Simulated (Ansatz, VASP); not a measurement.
**Al3GaN4 in VASP and in Ansatz**

INCAR

```
SYSTEM = Al3GaN4
ALGO = Normal ; EDIFF = 1E-6
ENCUT = 520 ; GGA = PS
ISIF = 2 ; ISMEAR = 0
LASPH = .True. ; LCHARG = .False.
LREAL = .False. ; LWAVE = .False.
NBANDS = 31 ; NELM = 80
PREC = Accurate ; SIGMA = 0.05
```

The input KPOINTS:

```
k-points
0
Gamma
  6 6 6
  0 0 0
```

Contents of POSCAR:

```
Al3GaN4
1.0
    4.5832746340      0.0000000000      0.0000000000
    0.0000000000      4.5832746340      0.0000000000
    0.0000000000      0.0000000000      4.4069948404
Al Ga N
3 1 4
Direct
    0.5000000000      0.5000000000      0.0000000000
    0.5000000000      0.0000000000      0.5000000000
    0.0000000000      0.5000000000      0.5000000000
    0.0000000000      0.0000000000      0.0000000000
    0.7447077174      0.7447077174      0.2552922826
    0.7447077174      0.2552922826      0.7447077174
    0.2552922826      0.7447077174      0.7447077174
    0.2552922826      0.2552922826      0.2552922826
```

Input for Ansatz:

```yaml
crystal:
  lattice:
    - [4.583274634, 0.0, 0.0]
    - [0.0, 4.583274634, 0.0]
    - [0.0, 0.0, 4.4069948404]
  atoms:
    - { symbol: Al, position: [0.5, 0.5, 0.0] }
    - { symbol: Al, position: [0.5, 0.0, 0.5] }
    - { symbol: Al, position: [0.0, 0.5, 0.5] }
    - { symbol: Ga, position: [0.0, 0.0, 0.0] }
    - { symbol: "N", position: [0.7447077174, 0.7447077174, 0.2552922826] }
    - { symbol: "N", position: [0.7447077174, 0.2552922826, 0.7447077174] }
    - { symbol: "N", position: [0.2552922826, 0.7447077174, 0.7447077174] }
    - { symbol: "N", position: [0.2552922826, 0.2552922826, 0.2552922826] }
basis:
  ecutwfc: 420
kpoints:
  mp_grid: { grid: [6, 6, 6] }
hamiltonian:
  xc: pbesol
scf:
  occupations: { method: gaussian, width: 0.05 }
output:
  forces: true
  stress: true
  eigenvalues: true
```

Change from the starting cell: strain +0.040 along x and y, +0.000 along z, atoms carried along.

Alike in both runs: task single point; functional PBEsol; k mesh 6 × 6 × 6; occupations gaussian, width 0.05 eV; no spin polarisation.

```csv
,VASP,Ansatz
version,VASP 6.6.1,Ansatz 0.2.0
potentials or method,"VASP PAW PBE potentials, release 64 (Al, Ga_d, N), cutoff 520 eV","scalar-relativistic, plane waves, PAW"
valence electrons in the cell,42,42
```

```tsv
	VASP	Ansatz	Ansatz less VASP
gap on the k mesh at the Fermi level (eV)	2.71	2.69	-0.013
least direct gap on the mesh (eV)	2.71	2.69	-0.013
pressure (GPa)	-13.4	-13.3	+0.11
traceless stress, the component that is largest in VASP (GPa)	3.17	3.17	-0.008
rms of the force components (eV/Å)	0.015	0.015	+0.0001
```

VASP's potentials were made for PBE, not for PBEsol. Atom by atom the forces differ by 0.000 eV/Å (rms over components).
